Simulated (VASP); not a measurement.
# CuI (Marshite) in VASP: further runs

CuI (Marshite) is run at these levels: PBE; tasks: single point, relaxation of the atoms.

All numbers are computed with VASP 6.6.1; they aren't measurements. Logs are shortened: lines on timing, memory, paths and dates and some standing lists are left out, and cuts for length are marked.

### 1 The cell of the first run

The cell holds a slab with vacuum, 14 atoms: a = 4.298 Å, b = 6.078 Å, c = 27.893 Å, α = 90.00°, β = 90.00°, γ = 90.00°.

### 2 Single point, PBE

File INCAR:

```
  PREC = Accurate
  ENCUT = 520
  EDIFF = 1E-7
  ISMEAR = 0
  SIGMA = 0.05
  LREAL = False
  LASPH = True
  NELM = 100
  ALGO = Normal
  ISIF = 2
  LWAVE = False
  LCHARG = False
  LDIPOL = True
  IDIPOL = 3
  DIPOL = 0.5 0.5 0.500
  GGA = PE
  NBANDS = 76
```

File KPOINTS:

```
regular mesh
0
Gamma
  6 5 1
```

File POSCAR:

```
CuI
1.0
    4.2977998336      0.0000000000      0.0000000000
    0.0000000000      6.0780068130      0.0000000000
    0.0000000000      0.0000000000     27.8933995007
Cu I
7 7
Direct
    0.0000000000      0.7500000000      0.2688808153
    0.5000000000      0.2500000000      0.3459205436
    0.0000000000      0.7500000000      0.4229602718
    0.5000000000      0.2500000000      0.5000000000
    0.0000000000      0.7500000000      0.5770397282
    0.5000000000      0.2500000000      0.6540794564
    0.0000000000      0.7500000000      0.7311191847
    0.5000000000      0.5000000000      0.2688808153
    0.0000000000      0.0000000000      0.3459205436
    0.5000000000      0.5000000000      0.4229602718
    0.0000000000      0.0000000000      0.5000000000
    0.5000000000      0.5000000000      0.5770397282
    0.0000000000      0.0000000000      0.6540794564
    0.5000000000      0.5000000000      0.7311191847
```

Potentials or basis: VASP PAW PBE potentials, release 64 (Cu, I).

Started as:

```
cat potpaw_PBE.64/Cu/POTCAR potpaw_PBE.64/I/POTCAR > POTCAR
mpirun -np 1 vasp_std > vasp.out
```

OUTCAR:

```text
PREC = Accurate
   ENCUT = 520
   EDIFF = 1E-7
   ISMEAR = 0
   LREAL = False
   LASPH = True
   NELM = 100
   ISIF = 2
   GGA = PE

 ion  position               nearest neighbor table
   1  0.000  0.750  0.269-   8 2.63   8 2.63   9 2.63
   2  0.500  0.250  0.346-  10 2.63   9 2.63   9 2.63   8 2.63
   3  0.000  0.750  0.423-   9 2.63  11 2.63  10 2.63  10 2.63
   4  0.500  0.250  0.500-  10 2.63  12 2.63  11 2.63  11 2.63
   5  0.000  0.750  0.577-  11 2.63  13 2.63  12 2.63  12 2.63
   6  0.500  0.250  0.654-  12 2.63  13 2.63  13 2.63  14 2.63
   7  0.000  0.750  0.731-  14 2.63  14 2.63  13 2.63
   8  0.500  0.500  0.269-   1 2.63   1 2.63   2 2.63
   9  0.000  0.000  0.346-   3 2.63   2 2.63   2 2.63   1 2.63
  10  0.500  0.500  0.423-   2 2.63   4 2.63   3 2.63   3 2.63
  11  0.000  0.000  0.500-   3 2.63   5 2.63   4 2.63   4 2.63
  12  0.500  0.500  0.577-   4 2.63   6 2.63   5 2.63   5 2.63
  13  0.000  0.000  0.654-   5 2.63   6 2.63   6 2.63   7 2.63
  14  0.500  0.500  0.731-   7 2.63   7 2.63   6 2.63

  LATTYP: Found a simple orthorhombic cell.
 ALAT       =     4.2977998336
 B/A-ratio  =     1.4142135624
 C/A-ratio  =     6.4901578902

  Lattice vectors:

 A1 = (   4.2977998336,   0.0000000000,   0.0000000000)
 A2 = (   0.0000000000,   6.0780068130,   0.0000000000)
 A3 = (   0.0000000000,   0.0000000000,  27.8933995007)

Analysis of symmetry for initial positions (statically):
=====================================================================
 Subroutine PRICEL returns:
 Original cell was already a primitive cell.

 Routine SETGRP: Setting up the symmetry group for a
 simple orthorhombic supercell.

 Subroutine GETGRP returns: Found  4 space group operations
 (whereof  4 operations were pure point group operations)
 out of a pool of  8 trial point group operations.

The static configuration has the point symmetry C_2v.

Analysis of symmetry for dynamics (positions and initial velocities):
=====================================================================
 Subroutine PRICEL returns:
 Original cell was already a primitive cell.

 Routine SETGRP: Setting up the symmetry group for a
 simple orthorhombic supercell.

 Subroutine GETGRP returns: Found  4 space group operations
 (whereof  4 operations were pure point group operations)
 out of a pool of  8 trial point group operations.

The dynamic configuration has the point symmetry C_2v.
[... 130 lines left out ...]
     AMIX_MAG =   1.60;   BMIX_MAG =  1.00
  volume/ion in A,a.u.               =      52.05       351.22
  Fermi-wavevector in a.u.,A,eV,Ry     =   0.912071  1.723565 11.318331  0.831874
  Thomas-Fermi vector in A             =   2.036424
   LORBIT       =      0    0 simple, 1 ext, 2 COOP (PROOUT), +10 PAW based schemes
   GGA     = PE    functional components
   LHFCALC =     F    Hartree Fock is set to
   AEXX    =    0.0000 exact exchange contribution
   IVDW    =     0    specifies the selected vdW correction
   LEPSILON=     F    determine dielectric tensor
   LRPA    =     F    only Hartree local field effects (RPA)
 non-spin polarized calculation
 Gauss-broadening in eV      SIGMA  =   0.05
  energy-cutoff  :      520.00
  volume of cell :      728.63
 maximum number of plane-waves:     19668
 NGX is ok and might be reduce to    32
   NGX = 15   NGY = 23   NGZ =103

 dipolmoment           0.000000      0.000000      0.000000 electrons x Angstroem

 number of electron     126.0000004 magnetization

 dipolmoment           0.000000      0.000000     -0.000000 electrons x Angstroem

 Free energy of the ion-electron system (eV)
  ---------------------------------------------------
  ext. energy  EPLUGINS =         0.00000000
  ---------------------------------------------------
  free energy    TOTEN  =       -37.98819894 eV

  energy without entropy =      -37.98819894  energy(sigma->0) =      -37.98819894

 E-fermi :   0.4794     XC(G=0):  -5.2798

 val. band max:        0.2293295123   @ k =   0.0000   0.0000   0.0000
 cond. band min:       1.3200337678   @ k =   0.0000   0.0000   0.0000
 fundamental gap:      1.0907042555
 Fermi energy:         0.4794314601

 k-point     1 :       0.0000    0.0000    0.0000
  band No.  band energies     occupation
      1     -13.6700      2.00000
      2     -13.4977      2.00000
      3     -13.2931      2.00000
      4     -13.0899      2.00000
      5     -13.0198      2.00000
      6     -12.7065      2.00000
[... 925 lines left out ...]
     74       5.0371      0.00000
     75       5.0914      0.00000
 [bands above 75 left out]

------------------------ aborting loop because EDIFF is reached ----------------------------------------

 vacuum level on the upper side and lower side of the slab       (xc-potential included)        -0.170        -0.170

  FORCE on cell =-STRESS in cart. coord.  units (eV):
  Direction    XX          YY          ZZ          XY          YZ          ZX
  --------------------------------------------------------------------------------------
  -------------------------------------------------------------------------------------
  Total       -1.4519560     -1.4699839     -0.8749713      0.0000000      0.0000000      0.0000000
  in kB       -3.1926788     -3.2323199     -1.9239580      0.0000000      0.0000000      0.0000000
  external PRESSURE =      -2.7829856 kB  Pullay stress =       0.0000000 kB

 VOLUME and BASIS-vectors are now :
 -----------------------------------------------------------------------------
  energy-cutoff  :      520.00
  volume of cell :      728.63
      direct lattice vectors                 reciprocal lattice vectors
     4.297799834  0.000000000  0.000000000     0.232677193  0.000000000  0.000000000
     0.000000000  6.078006813  0.000000000     0.000000000  0.164527621  0.000000000
     0.000000000  0.000000000 27.893399501     0.000000000  0.000000000  0.035850775

 POSITION                                       TOTAL-FORCE (eV/Angst)
 -----------------------------------------------------------------------------------
      0.00000      4.55851      7.50000        -0.000000     -0.599976      0.659612
      2.14890      1.51950      9.64890        -0.000000      0.049177     -0.015713
      0.00000      4.55851     11.79780        -0.000000     -0.034808      0.011976
      2.14890      1.51950     13.94670        -0.000000      0.019054      0.000000
      0.00000      4.55851     16.09560        -0.000000     -0.034808     -0.011976
      2.14890      1.51950     18.24450        -0.000000      0.049177      0.015713
      0.00000      4.55851     20.39340        -0.000000     -0.599976     -0.659612
      2.14890      3.03900      7.50000        -0.000000      0.415095     -0.434197
      0.00000      0.00000      9.64890         0.000000      0.145300     -0.252880
      2.14890      3.03900     11.79780         0.000000      0.013566      0.038612
      0.00000      0.00000     13.94670        -0.000000      0.004237      0.000000
      2.14890      3.03900     16.09560         0.000000      0.013566     -0.038612
      0.00000      0.00000     18.24450        -0.000000      0.145300      0.252880
      2.14890      3.03900     20.39340        -0.000000      0.415095      0.434197
 -----------------------------------------------------------------------------------
    total drift:                                0.000000      0.000429     -0.000000

  FREE ENERGIE OF THE ION-ELECTRON SYSTEM (eV)
  ---------------------------------------------------
  free  energy   TOTEN  =       -37.9881989439 eV

  energy  without entropy=      -37.9881989439  energy(sigma->0) =      -37.98819894

 vacuum level on the upper side and lower side of the slab         4.610         4.610
```

OSZICAR:

```text
N       E                     dE             d eps       ncg     rms          rms(c)
DAV:   1     0.113759857845E+04    0.11376E+04   -0.45950E+04  1824   0.149E+03
DAV:   2     0.151202048003E+03   -0.98640E+03   -0.94456E+03  1864   0.357E+02
DAV:   3    -0.219084065689E+02   -0.17311E+03   -0.16883E+03  2576   0.179E+02
[... 24 lines left out ...]
DAV:  28    -0.379881935246E+02   -0.15974E-05   -0.64907E-07  2152   0.707E-03    0.294E-03
DAV:  29    -0.379881943502E+02   -0.82551E-06   -0.68688E-08  1336   0.250E-03    0.305E-03
DAV:  30    -0.379881976265E+02   -0.32763E-05   -0.11443E-07  1368   0.869E-03    0.163E-03
DAV:  31    -0.379881988936E+02   -0.12671E-05   -0.25852E-07  1820   0.649E-03    0.800E-04
DAV:  32    -0.379881989439E+02   -0.50311E-07   -0.63776E-08  1208   0.208E-03
   1 F= -.37988199E+02 E0= -.37988199E+02  d E =-.127954E-13
```

Wall time 22 min (1 thread of Intel Xeon 6975P-C (Granite Rapids), shared host); peak memory 0.92 GiB.

Results:

- Free energy: -37.9882 eV
- Largest force: 0.892 eV/Å
- Band gap on the k mesh: 1.09 eV, direct

Forces on the atoms (eV/Å):
```
Cu   0.000 -0.600  0.660
Cu   0.000  0.049 -0.016
Cu   0.000 -0.035  0.012
Cu   0.000  0.019  0.000
Cu   0.000 -0.035 -0.012
Cu   0.000  0.049  0.016
Cu   0.000 -0.600 -0.660
I    0.000  0.415 -0.434
I    0.000  0.145 -0.253
I    0.000  0.014  0.039
I    0.000  0.004  0.000
I    0.000  0.014 -0.039
I    0.000  0.145  0.253
I    0.000  0.415  0.434
```

Caveat: spin-orbit coupling is left out, which moves the levels of the heavy elements.

### 3 Relaxation of the atoms, PBE

This run uses another cell than the first one: it holds 6 atoms, not 14.

File INCAR:

```
  ALGO = Normal
  DIPOL = 0.5 0.5 0.500
  EDIFF = 1E-7
  EDIFFG = -0.02
  ENCUT = 520
  GGA = PE
  GGA_COMPAT = False
  IBRION = 2
  IDIPOL = 3
  ISIF = 2
  ISMEAR = 0
  KPAR = 4
  LASPH = True
  LCHARG = False
  LDIPOL = True
  LREAL = False
  LWAVE = False
  NELM = 120
  NELMDL = -8
  NELMIN = 4
  NSW = 80
  PREC = Accurate
  SIGMA = 0.05
```

File KPOINTS:

```
k-points
0
Gamma
  6 5 1
```

File POSCAR:

```
CuI
1.0
    4.2977998327      0.0000000000      0.0000000000
    0.0000000000      6.0780068118      0.0000000000
    0.0000000000      0.0000000000     19.2977998327
Cu I
3 3
Direct
    0.0000000000      0.7500000000      0.3886453412
    0.5000000000      0.2500000000      0.5000000000
    0.0000000000      0.7500000000      0.6113546588
    0.5000000000      0.5000000000      0.3886453412
    0.0000000000      0.0000000000      0.5000000000
    0.5000000000      0.5000000000      0.6113546588
```

Potentials or basis: VASP PAW PBE potentials, release 64 (Cu, I).

Started as:

```
cat potpaw_PBE.64/Cu/POTCAR potpaw_PBE.64/I/POTCAR > POTCAR
mpirun -np 4 vasp_std > vasp.out
```

OUTCAR:

```text
EDIFF = 1E-7
   EDIFFG = -0.02
   ENCUT = 520
   GGA = PE
   IBRION = 2
   ISIF = 2
   ISMEAR = 0
   LASPH = True
   LREAL = False
   NELM = 120
   NELMDL = -8
   NELMIN = 4
   NSW = 80
   PREC = Accurate

 ion  position               nearest neighbor table
   1  0.000  0.750  0.389-   5 2.63   4 2.63   4 2.63
   2  0.500  0.250  0.500-   4 2.63   6 2.63   5 2.63   5 2.63
   3  0.000  0.750  0.611-   5 2.63   6 2.63   6 2.63
   4  0.500  0.500  0.389-   2 2.63   1 2.63   1 2.63
   5  0.000  0.000  0.500-   1 2.63   3 2.63   2 2.63   2 2.63
   6  0.500  0.500  0.611-   2 2.63   3 2.63   3 2.63

  LATTYP: Found a simple orthorhombic cell.
 ALAT       =     4.2977998327
 B/A-ratio  =     1.4142135624
 C/A-ratio  =     4.4901578910

  Lattice vectors:
[... 388 lines left out ...]
  free energy    TOTEN  =       -16.52743274 eV

  energy without entropy =      -16.52743274  energy(sigma->0) =      -16.52743274

 E-fermi :  -1.6661     XC(G=0):  -3.5813

 val. band max:       -1.8946476987   @ k =   0.0000   0.0000   0.0000
 cond. band min:      -0.7109094427   @ k =   0.5000   0.0000   0.0000
 fundamental gap:      1.1837382560
 Fermi energy:        -1.6660991875

 k-point     1 :       0.0000    0.0000    0.0000
  band No.  band energies     occupation
      1     -15.2964      2.00000
      2     -14.9153      2.00000
      3     -14.7665      2.00000
      4      -6.9360      2.00000
      5      -6.1723      2.00000
      6      -5.6403      2.00000
[... 409 lines left out ...]
     31       2.2057      0.00000
     32       3.5327      0.00000

------------------------ aborting loop because EDIFF is reached ----------------------------------------

 vacuum level on the upper side and lower side of the slab       (xc-potential included)        -0.006        -0.006

  FORCE on cell =-STRESS in cart. coord.  units (eV):
  Direction    XX          YY          ZZ          XY          YZ          ZX
  --------------------------------------------------------------------------------------
  -------------------------------------------------------------------------------------
  Total       -0.7273247     -0.6981003     -0.0503023      0.0000000      0.0000000      0.0000000
  in kB       -2.3116590     -2.2187749     -0.1598759      0.0000000      0.0000000      0.0000000
  external PRESSURE =      -1.5634366 kB  Pullay stress =       0.0000000 kB
[... 21 lines left out ...]
  FREE ENERGIE OF THE ION-ELECTRON SYSTEM (eV)
  ---------------------------------------------------
  free  energy   TOTEN  =       -16.5274327415 eV

  energy  without entropy=      -16.5274327415  energy(sigma->0) =      -16.52743274

 reached required accuracy - stopping structural energy minimisation

 vacuum level on the upper side and lower side of the slab         2.961         2.961
```

OSZICAR:

```text
N       E                     dE             d eps       ncg     rms          rms(c)
DAV:   1     0.436941076811E+03    0.43694E+03   -0.18290E+04   768   0.135E+03
[... 376 lines left out ...]
DAV:   2    -0.165277083796E+02   -0.21293E-02   -0.25000E-02  1208   0.253E+00    0.136E-01
DAV:   3    -0.165274656229E+02    0.24276E-03   -0.19257E-03   992   0.154E+00    0.574E-02
DAV:   4    -0.165274541064E+02    0.11516E-04   -0.26861E-04  1224   0.266E-01    0.392E-02
DAV:   5    -0.165274464386E+02    0.76678E-05   -0.36082E-05  1056   0.165E-01    0.324E-02
DAV:   6    -0.165274371824E+02    0.92561E-05   -0.27312E-05  1200   0.992E-02    0.170E-02
DAV:   7    -0.165274323710E+02    0.48114E-05   -0.31009E-05  1072   0.163E-01    0.320E-03
DAV:   8    -0.165274328099E+02   -0.43887E-06   -0.58691E-06  1120   0.257E-02    0.434E-03
DAV:   9    -0.165274327415E+02    0.68350E-07   -0.98355E-07   808   0.222E-02
  22 F= -.16527433E+02 E0= -.16527433E+02  d E =-.579020E-03
```

CONTCAR:

```text
CuI
   1.00000000000000
     4.2977998327000000    0.0000000000000000    0.0000000000000000
     0.0000000000000000    6.0780068117999999    0.0000000000000000
     0.0000000000000000    0.0000000000000000   19.2977998327000009
  Cu              I
     3     3
Direct
     0.0000000000000000    0.6762776508382532    0.4315234147243236
     0.5000000000000000    0.3273459091787833    0.5000000000000000
     0.0000000000000000    0.6762776508382532    0.5684765852756763
     0.5000000000000000    0.5149508769130076    0.3796031556485625
     0.0000000000000000    0.0401970353186947    0.5000000000000000
     0.5000000000000000    0.5149508769130076    0.6203968443514373

  0.00000000E+00  0.00000000E+00  0.00000000E+00
  0.00000000E+00  0.00000000E+00  0.00000000E+00
  0.00000000E+00  0.00000000E+00  0.00000000E+00
  0.00000000E+00  0.00000000E+00  0.00000000E+00
  0.00000000E+00  0.00000000E+00  0.00000000E+00
  0.00000000E+00  0.00000000E+00  0.00000000E+00
```

It took 42 min on 4 MPI ranks of Intel Xeon Platinum 8375C at 2.90GHz (Ice Lake), shared host; peak memory 0.65 GiB.

What came out:

```yaml
Free_energy: -16.5274 eV
Energy_gained_by_relaxing: 135.6 meV/atom
Ionic_steps: 22
Largest_force_after_relaxing: 0.019 eV/Å
Band_gap_on_the_k_mesh: 1.18 eV, indirect (least direct gap 1.77 eV)
```

Forces on the atoms (eV/Å):
```
Cu   0.000  0.000  0.019
Cu   0.000  0.010  0.000
Cu   0.000  0.000 -0.019
I    0.000 -0.013 -0.010
I    0.000  0.017  0.000
I    0.000 -0.013  0.010
```

Step by step:
| step | energy change (eV) | largest force (eV/Å) | pressure (GPa) |
| --- | --- | --- | --- |
| 1 | 0.0000 | 0.9114 | -0.42 |
| 2 | -0.1177 | 0.8051 | -0.38 |
| 3 | -0.3489 | 0.5212 | -0.20 |
| 4 | -0.3676 | 0.7337 | 0.19 |
| 5 | -0.4115 | 0.5703 | 0.06 |
| 6 | -0.5245 | 0.3794 | -0.16 |
| 7 | -0.6037 | 0.4319 | -0.49 |
| 8 | -0.6849 | 0.3248 | -0.39 |
| 9 | -0.7620 | 0.2292 | 0.01 |
| 10 | -0.7630 | 0.1633 | -0.07 |
| 11 | -0.7632 | 0.1625 | -0.02 |
| 12 | -0.7840 | 0.1469 | -0.04 |
| 13 | -0.8001 | 0.2025 | 0.02 |
| 14 | -0.8046 | 0.1517 | -0.01 |
| 15 | -0.8063 | 0.1541 | -0.01 |
| 16 | -0.8039 | 0.2405 | -0.14 |
| 17 | -0.8108 | 0.0611 | -0.07 |
| 18 | -0.8121 | 0.0559 | -0.13 |
| 19 | -0.8121 | 0.0531 | -0.12 |
| 20 | -0.8129 | 0.0340 | -0.14 |
| 21 | -0.8132 | 0.0425 | -0.13 |
| 22 | -0.8138 | 0.0186 | -0.16 |

Final structure:
```
Cu I
1.0
     4.29780    0.00000    0.00000
     0.00000    6.07801    0.00000
     0.00000    0.00000   19.29780
Cu I
3 3
Direct
  0.00000 0.67628 0.43152
  0.50000 0.32735 0.50000
  0.00000 0.67628 0.56848
  0.50000 0.51495 0.37960
  0.00000 0.04020 0.50000
  0.50000 0.51495 0.62040
```

Caveat: spin-orbit coupling is left out, which moves the levels of the heavy elements.
